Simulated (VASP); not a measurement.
# GaN (Fm-3m) in VASP: settings compared

GaN is run at these levels: PBE, r2SCAN; tasks: single point.

All numbers are computed with VASP 6.6.1; they aren't measurements. Logs are shortened: lines on timing, memory, paths and dates and some standing lists are left out, and cuts for length are marked.

## 1. The cell of the first run

Symmetry: Fm-3m, No. 225, cubic system. Conventional cell: a = 4.100 Å, b = 4.100 Å, c = 4.100 Å, α = 90.00°, β = 90.00°, γ = 90.00°. Within 2.7 Å of Ga (site symmetry m-3m) lie 6 N at 2.05 Å. Within 2.7 Å of N (site symmetry m-3m) lie 6 Ga at 2.05 Å.

## 2. Single point, PBE (strain -2.8%)

Input file INCAR:

```
SYSTEM = GaN
ALGO = Normal
EDIFF = 1E-6
ENCUT = 520
GGA = PE
ISIF = 2
ISMEAR = -1
LASPH = .TRUE.
LCHARG = .FALSE.
LREAL = .FALSE.
LWAVE = .FALSE.
NBANDS = 16
NELM = 100
PREC = Accurate
SIGMA = 0.02
```

Input file KPOINTS:

```
k-points
0
G
  10 10 10
  0 0 0
```

Input file POSCAR:

```
GaN
1.0
    0.0000000000      2.0498986417      2.0498986417
    2.0498986417      0.0000000000      2.0498986417
    2.0498986417      2.0498986417      0.0000000000
Ga N
1 1
Direct
    0.5000000000      0.5000000000      0.5000000000
    0.0000000000      0.0000000000      0.0000000000
```

Potentials or basis: VASP PAW PBE potentials, release 64 (Ga_d, N).

Started as:

```sh
$ cat potpaw_PBE.64/Ga_d/POTCAR potpaw_PBE.64/N/POTCAR > POTCAR
$ mpirun -np 1 vasp_std > vasp.out
```

OUTCAR:

```text
SYSTEM = GaN
   EDIFF = 1E-6
   ENCUT = 520
   GGA = PE
   ISIF = 2
   ISMEAR = -1
   LASPH = .TRUE.
   LREAL = .FALSE.
   NELM = 100
   PREC = Accurate

 ion  position               nearest neighbor table
   1  0.500  0.500  0.500-   2 2.05   2 2.05   2 2.05   2 2.05   2 2.05   2 2.05
   2  0.000  0.000  0.000-   1 2.05   1 2.05   1 2.05   1 2.05   1 2.05   1 2.05

  LATTYP: Found a face centered cubic cell.
 ALAT       =     4.0997972834

  Lattice vectors:

 A1 = (   0.0000000000,   2.0498986417,   2.0498986417)
 A2 = (   2.0498986417,   0.0000000000,   2.0498986417)
 A3 = (   2.0498986417,   2.0498986417,   0.0000000000)

Analysis of symmetry for initial positions (statically):
=====================================================================
 Subroutine PRICEL returns:
 Original cell was already a primitive cell.

 Routine SETGRP: Setting up the symmetry group for a
 face centered cubic supercell.

 Subroutine GETGRP returns: Found 48 space group operations
 (whereof 48 operations were pure point group operations)
 out of a pool of 48 trial point group operations.

The static configuration has the point symmetry O_h .

Analysis of symmetry for dynamics (positions and initial velocities):
=====================================================================
 Subroutine PRICEL returns:
 Original cell was already a primitive cell.

 Routine SETGRP: Setting up the symmetry group for a
 face centered cubic supercell.

 Subroutine GETGRP returns: Found 48 space group operations
 (whereof 48 operations were pure point group operations)
 out of a pool of 48 trial point group operations.

The dynamic configuration has the point symmetry O_h .

 Subroutine INISYM returns: Found 48 space group operations
 (whereof 48 operations are pure point group operations),
 and found     1 'primitive' translations

----------------------------------------------------------------------------------------

                                     Primitive cell

  volume of cell :      17.2277

  direct lattice vectors                    reciprocal lattice vectors
     0.000000000  2.049898642  2.049898642    -0.243914499  0.243914499  0.243914499
     2.049898642  0.000000000  2.049898642     0.243914499 -0.243914499  0.243914499
     2.049898642  2.049898642  0.000000000     0.243914499  0.243914499 -0.243914499

  length of vectors
     2.898994461  2.898994461  2.898994461     0.422472305  0.422472305  0.422472305

  position of ions in fractional coordinates (direct lattice)
     0.500000000  0.500000000  0.500000000
     0.000000000  0.000000000  0.000000000

  ion indices of the primitive-cell ions
   primitive index   ion index
                 1           1
                 2           2

----------------------------------------------------------------------------------------

 KPOINTS: k-points

Automatic generation of k-mesh.
 Grid dimensions read from file:
 generate k-points for:   10   10   10

 Generating k-lattice:

  Cartesian coordinates                     Fractional coordinates (reciprocal lattice)
    -0.024391450  0.024391450  0.024391450     0.100000000  0.000000000  0.000000000
     0.024391450 -0.024391450  0.024391450     0.000000000  0.100000000  0.000000000
     0.024391450  0.024391450 -0.024391450     0.000000000  0.000000000  0.100000000

  Length of vectors
     0.042247230  0.042247230  0.042247230

  Shift w.r.t. Gamma in fractional coordinates (k-lattice)
     0.000000000  0.000000000  0.000000000

 Subroutine IBZKPT returns following result:
 ===========================================

 Found     47 irreducible k-points:

 Following reciprocal coordinates:
            Coordinates               Weight
  0.000000  0.000000  0.000000      1.000000
  0.100000  0.000000  0.000000      8.000000
  0.200000  0.000000  0.000000      8.000000
  0.300000  0.000000  0.000000      8.000000
  0.400000  0.000000  0.000000      8.000000
  0.500000  0.000000  0.000000      4.000000
[... 16 lines left out ...]
  0.300000  0.300000  0.000000      6.000000
  0.400000  0.300000  0.000000     24.000000
 [... further k-points ...]
   k-points           NKPTS =     47   k-points in BZ     NKDIM =     47   number of bands    NBANDS=     16
   number of dos      NEDOS =    301   number of ions     NIONS =      2
   total plane-waves  NPLWV =  13824
   dimension x,y,z NGX =    24 NGY =   24 NGZ =   24
   dimension x,y,z NGXF=    48 NGYF=   48 NGZF=   48
   ions per type =               1   1
   NGX,Y,Z   is equivalent  to a cutoff of  13.76, 13.76, 13.76 a.u.
   NGXF,Y,Z  is equivalent  to a cutoff of  27.53, 27.53, 27.53 a.u.
 SYSTEM =  GaN
   PREC   = accura    normal or accurate (medium, high low for compatibility)
   ISTART =      0    job   : 0-new  1-cont  2-samecut
   ICHARG =      2    charge: 1-file 2-atom 10-const
   ISPIN  =      1    spin polarized calculation?
   LNONCOLLINEAR =      F non collinear calculations
   LSORBIT =      F    spin-orbit coupling
   LASPH  =      T    aspherical Exc in radial PAW
   ENCUT  =  520.0 eV  38.22 Ry    6.18 a.u.   5.39  5.39  5.39*2*pi/ulx,y,z
   NELM   =    100;   NELMIN=  2; NELMDL= -5     # of ELM steps
   EDIFF  = 0.1E-05   stopping-criterion for ELM
   LREAL  =      F    real-space projection
   EDIFFG = 0.1E-04   stopping-criterion for IOM
   NSW    =      0    number of steps for IOM
   IBRION =     -1    ionic relax: 0-MD 1-quasi-New 2-CG
   NFREE  =      0    steps in history (QN), initial steepest desc. (CG)
   ISIF   =      2    stress and relaxation
   ISYM   =      2    0-nonsym 1-usesym 2-fastsym
   POTIM  = 0.5000    time-step for ionic-motion
   TEBEG  =    0.0;   TEEND  =   0.0 temperature during run
   PSTRESS=    0.0 pullay stress
   NELECT =      18.0000    total number of electrons
   NUPDOWN=      -1.0000    fix difference up-down
   EMIN   =  10.00;   EMAX   =-10.00  energy-range for DOS
   EFERMI =   0.00;   METHOD = LEGACY
   ISMEAR =    -1;   SIGMA  =   0.02  broadening in eV -4-tet -1-fermi 0-gaus
   EFERMI_NEDOS =   21; number of points for ismear=-14 and -15
   IALGO  =     38    algorithm
   IMIX   =      4    mixing-type and parameters
     AMIX     =   0.40;   BMIX     =  1.00
     AMIX_MAG =   1.60;   BMIX_MAG =  1.00
  volume/ion in A,a.u.               =       8.61        58.13
  Fermi-wavevector in a.u.,A,eV,Ry     =   1.661205  3.139223 37.546674  2.759603
  Thomas-Fermi vector in A             =   2.748309
   LORBIT       =      0    0 simple, 1 ext, 2 COOP (PROOUT), +10 PAW based schemes
   GGA     = PE    functional components
   LHFCALC =     F    Hartree Fock is set to
   AEXX    =    0.0000 exact exchange contribution
   IVDW    =     0    specifies the selected vdW correction
   LEPSILON=     F    determine dielectric tensor
   LRPA    =     F    only Hartree local field effects (RPA)
 non-spin polarized calculation
  energy-cutoff  :      520.00
  volume of cell :       17.23
 maximum number of plane-waves:       483
 NGX is ok and might be reduce to    24
   NGX = 11   NGY = 11   NGZ = 11

 number of electron      18.0000000 magnetization

 Free energy of the ion-electron system (eV)
  ---------------------------------------------------
  ext. energy  EPLUGINS =         0.00000000
  ---------------------------------------------------
  free energy    TOTEN  =       -10.98620417 eV

  energy without entropy =      -10.98620417  energy(sigma->0) =      -10.98620417

 E-fermi :   9.5981     XC(G=0): -13.6093

 val. band max:        9.0692071442   @ k =  -0.2000   0.2000   0.0000
 cond. band min:      10.2884782264   @ k =   0.5000   0.5000   0.0000
 fundamental gap:      1.2192710822
 Fermi energy:         9.5980898990

 k-point     1 :       0.0000    0.0000    0.0000
  band No.  band energies     occupation
      1      -9.1713      2.00000
      2      -4.8786      2.00000
      3      -4.8786      2.00000
      4      -4.8786      2.00000
      5      -4.7590      2.00000
      6      -4.7590      2.00000
[... 8 lines left out ...]
     15      26.2815      0.00000
     16      26.2815      0.00000

 k-point     2 :       0.1000    0.0000    0.0000
  band No.  band energies     occupation
      1      -8.9578      2.00000
      2      -4.8907      2.00000
      3      -4.8672      2.00000
      4      -4.8672      2.00000
      5      -4.7765      2.00000
      6      -4.7765      2.00000
[... 8 lines left out ...]
     15      26.0060      0.00000
     16      26.0060      0.00000

 k-point     3 :       0.2000    0.0000    0.0000
  band No.  band energies     occupation
      1      -8.3370      2.00000
      2      -4.9242      2.00000
      3      -4.9038      2.00000
      4      -4.9038      2.00000
      5      -4.7543      2.00000
      6      -4.7543      2.00000
[... 8 lines left out ...]
     15      26.9388      0.00000
     16      26.9388      0.00000

 k-point     4 :       0.3000    0.0000    0.0000
  band No.  band energies     occupation
      1      -7.3836      2.00000
      2      -4.9946      2.00000
      3      -4.9946      2.00000
      4      -4.9757      2.00000
      5      -4.6790      2.00000
      6      -4.6790      2.00000
[... 8 lines left out ...]
     15      28.8372      0.00000
     16      28.8372      0.00000

 k-point     5 :       0.4000    0.0000    0.0000
  band No.  band energies     occupation
      1      -6.2983      2.00000
      2      -5.0712      2.00000
      3      -5.0712      2.00000
      4      -5.0650      2.00000
      5      -4.6128      2.00000
      6      -4.6128      2.00000
[... 8 lines left out ...]
     15      31.3672      0.00000
     16      31.3672      0.00000

 k-point     6 :       0.5000    0.0000    0.0000
  band No.  band energies     occupation
      1      -5.6325      2.00000
      2      -5.2218      2.00000
      3      -5.1005      2.00000
      4      -5.1005      2.00000
      5      -4.5870      2.00000
      6      -4.5870      2.00000
[... 8 lines left out ...]
     15      33.5830      0.00000
     16      33.5830      0.00000

 k-point     7 :       0.1000    0.1000    0.0000
  band No.  band energies     occupation
      1      -8.8910      2.00000
      2      -4.9017      2.00000
      3      -4.8526      2.00000
      4      -4.8526      2.00000
      5      -4.8255      2.00000
      6      -4.7456      2.00000
[... 8 lines left out ...]
     15      28.2442      0.00000
     16      28.2442      0.00000

 k-point     8 :       0.2000    0.1000    0.0000
  band No.  band energies     occupation
      1      -8.4215      2.00000
      2      -4.9290      2.00000
      3      -4.9077      2.00000
      4      -4.8466      2.00000
      5      -4.7930      2.00000
      6      -4.7240      2.00000
[... 8 lines left out ...]
     15      28.2243      0.00000
     16      29.0468      0.00000

 k-point     9 :       0.3000    0.1000    0.0000
  band No.  band energies     occupation
      1      -7.6169      2.00000
      2      -5.0077      2.00000
      3      -4.9412      2.00000
      4      -4.9099      2.00000
      5      -4.6945      2.00000
      6      -4.6602      2.00000
[... 8 lines left out ...]
     15      28.4741      0.00000
     16      30.3102      0.00000
[... 172 lines left out ...]
 k-point    19 :       0.5000    0.2000    0.0000
  band No.  band energies     occupation
      1      -6.5034      2.00000
      2      -5.0549      2.00000
      3      -4.9400      2.00000
      4      -4.8170      2.00000
      5      -4.5698      2.00000
      6      -3.7130      2.00000
[... 8 lines left out ...]
     15      32.1055      0.00000
     16      33.8985      0.00000

 k-point    20 :      -0.4000    0.2000    0.0000
  band No.  band energies     occupation
      1      -6.3389      2.00000
      2      -5.0732      2.00000
      3      -4.9951      2.00000
      4      -4.8319      2.00000
      5      -4.6037      2.00000
      6      -3.6284      2.00000
[... 8 lines left out ...]
     15      31.0619      0.00000
     16      31.2817      0.00000

 k-point    21 :      -0.3000    0.2000    0.0000
  band No.  band energies     occupation
      1      -6.5666      2.00000
      2      -5.0620      2.00000
      3      -5.0095      2.00000
      4      -4.9010      2.00000
      5      -4.6717      2.00000
      6      -4.1135      2.00000
[... 8 lines left out ...]
     15      29.9891      0.00000
     16      31.2520      0.00000

 k-point    22 :      -0.2000    0.2000    0.0000
  band No.  band energies     occupation
      1      -7.2100      2.00000
      2      -5.0150      2.00000
      3      -4.9853      2.00000
      4      -4.9411      2.00000
      5      -4.7407      2.00000
      6      -4.4557      2.00000
[... 8 lines left out ...]
     15      29.1979      0.00000
     16      31.2388      0.00000

 k-point    23 :       0.3000    0.3000    0.0000
  band No.  band energies     occupation
      1      -7.3841      2.00000
      2      -5.0378      2.00000
      3      -4.6669      2.00000
      4      -4.6663      2.00000
      5      -4.6663      2.00000
      6      -4.4551      2.00000
[... 8 lines left out ...]
     15      34.2566      0.00000
     16      36.3634      0.00000

 k-point    24 :       0.4000    0.3000    0.0000
  band No.  band energies     occupation
      1      -7.1088      2.00000
      2      -5.0591      2.00000
      3      -4.7139      2.00000
      4      -4.6608      2.00000
      5      -4.5798      2.00000
      6      -3.7850      2.00000
[... 8 lines left out ...]
     15      35.1312      0.00000
     16      36.8363      0.00000

 [... further k-points ...]

------------------------ aborting loop because EDIFF is reached ----------------------------------------

  FORCE on cell =-STRESS in cart. coord.  units (eV):
  Direction    XX          YY          ZZ          XY          YZ          ZX
  --------------------------------------------------------------------------------------
  -------------------------------------------------------------------------------------
  Total        3.7038506      3.7038506      3.7038506     -0.0000000      0.0000000      0.0000000
  in kB      344.4584792    344.4584792    344.4584792     -0.0000000      0.0000000      0.0000000
  external PRESSURE =     344.4584792 kB  Pullay stress =       0.0000000 kB

 VOLUME and BASIS-vectors are now :
 -----------------------------------------------------------------------------
  energy-cutoff  :      520.00
  volume of cell :       17.23
      direct lattice vectors                 reciprocal lattice vectors
     0.000000000  2.049898642  2.049898642    -0.243914499  0.243914499  0.243914499
     2.049898642  0.000000000  2.049898642     0.243914499 -0.243914499  0.243914499
     2.049898642  2.049898642  0.000000000     0.243914499  0.243914499 -0.243914499

 POSITION                                       TOTAL-FORCE (eV/Angst)
 -----------------------------------------------------------------------------------
      2.04990      2.04990      2.04990         0.000000      0.000000     -0.000000
      0.00000      0.00000      0.00000        -0.000000     -0.000000      0.000000
 -----------------------------------------------------------------------------------
    total drift:                                0.000000     -0.000000      0.000000

  FREE ENERGIE OF THE ION-ELECTRON SYSTEM (eV)
  ---------------------------------------------------
  free  energy   TOTEN  =       -10.9862041724 eV

  energy  without entropy=      -10.9862041724  energy(sigma->0) =      -10.98620417
```

It took 9.6 s on 1 thread of Intel Xeon Platinum 8559C (Emerald Rapids), shared host; peak memory 0.14 GiB.

What came out:

```yaml
Free_energy: -10.9862 eV
Pressure: 34.4 GPa
Band_gap_on_the_k_mesh: 1.22 eV (least direct gap 3.96 eV)
```

Levels at points of the mesh, in eV from the valence-band top:
```csv
k point,band 7,band 8,band 9,band 10,band 11,band 12
"(0.00, 0.00, 0.00)",-0.60,-0.60,-0.60,3.36,15.30,15.30
"(0.50, 0.00, 0.00)",-8.70,-0.14,-0.14,5.12,9.66,9.66
"(0.50, 0.50, 0.00)",-7.84,-3.38,-3.38,1.22,7.96,12.89
```

Caveat: the cell differs from its parent crystal (strain -2.8%); the cell stands under pressure. A k mesh can miss the band edges.

(Continued in part 2 of 2.)
